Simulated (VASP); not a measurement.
InP, 2 atoms in the cell. It takes space group F-43m (No. 216, cubic). The conventional cell has a = 6.024 Å, b = 6.024 Å, c = 6.024 Å, α = 90.00°, β = 90.00°, γ = 90.00°. In (site symmetry -43m) has 4 P at 2.61 Å within 3.4 Å. P (site symmetry -43m) has 4 In at 2.61 Å within 3.4 Å. 

| Property | Result |
| --- | --- |
| Program | VASP 6.6.1 |
| Task | single point |
| Functional | r2SCAN |
| Potentials or basis | VASP PAW PBE potentials, release 64 (In_d, P) |
| Cutoff | 520 eV |
| k mesh | 8 × 8 × 8 |
| Occupations | fermi-dirac, width 0.02 eV |
| Spin | no spin polarisation |
| Dipole correction | no |
| Further INCAR settings | ALGO = Normal; EDIFF = 1e-06; NBANDS = 16 |

Potentials or basis: VASP PAW PBE potentials, release 64 (In_d, P).

Command:

```bash
$ cat potpaw_PBE.64/In_d/POTCAR potpaw_PBE.64/P/POTCAR > POTCAR
$ cp INCAR.step1 INCAR
$ mpirun -np 1 vasp_std > vasp.out
$ cp INCAR.step2 INCAR
$ mpirun -np 1 vasp_std > vasp.out
```

Hardware: 1 thread of Intel(R) Xeon(R) 6975P-C (Granite Rapids), on a shared host.

Q: Estimate the wall time of this run.

A: Run time: 41 s on 1 thread of Intel(R) Xeon(R) 6975P-C (Granite Rapids), on a shared host, peak memory 0.19 GiB. Counts: k points 29.
